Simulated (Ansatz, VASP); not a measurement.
# One calculation of MnAl2B3, two programs

```
CELL_PARAMETERS angstrom
4.87413 -3.83852 0.00000
4.87413 3.83852 0.00000
0.00000 0.00000 2.97339
ATOMIC_POSITIONS crystal
Mn 0.14373 0.85627 0.25000
Mn 0.85627 0.14373 0.75000
Al 0.50913 0.81382 0.75000
Al 0.81382 0.50913 0.25000
Al 0.18618 0.49087 0.75000
Al 0.49087 0.18618 0.25000
B 0.78079 0.89915 0.25000
B 0.89915 0.78079 0.75000
B 0.43750 0.56250 0.25000
B 0.56250 0.43750 0.75000
B 0.21921 0.10085 0.75000
B 0.10085 0.21921 0.25000
```

Alike in both runs: functional PBE; k mesh 6 × 6 × 10; occupations gaussian, width 0.1 eV; collinear spin.

Ansatz relaxed the structure, and its values are those at the end. VASP's run is a single point on that final structure, the one shown.

|  | VASP | Ansatz |
| --- | --- | --- |
| version | VASP 6.6.1 | Ansatz 0.2.0 |
| potentials or method | VASP PAW PBE potentials, release 64 (Mn_pv, Al, B), cutoff 520 eV | scalar-relativistic, plane waves, PAW |
| valence electrons in the cell | 56 | 60 |

|  | VASP | Ansatz | Ansatz less VASP |
| --- | --- | --- | --- |
| gap on the k mesh at the Fermi level (eV) | none | none | - |
| pressure (GPa) | -1.1 | 0.0 | +1.15 |
| rms of the force components (eV/Å) | 0.056 | 0.001 | -0.0549 |
| net moment per atom (μB) | 0.00 | 0.16 | +0.164 |
| size of the moment on the site where the two differ most (μB) | 0.00 | 0.93 | +0.933 |

The net moments are unlike, so the other rows may belong to different states. Site moments also hang on the region over which each program counts them. A gap of «none» marks a metal or a gap that the smearing closes. VASP's potentials hold 56 valence electrons a cell and Ansatz's 60, so a difference there can come from the potentials and not from the codes.
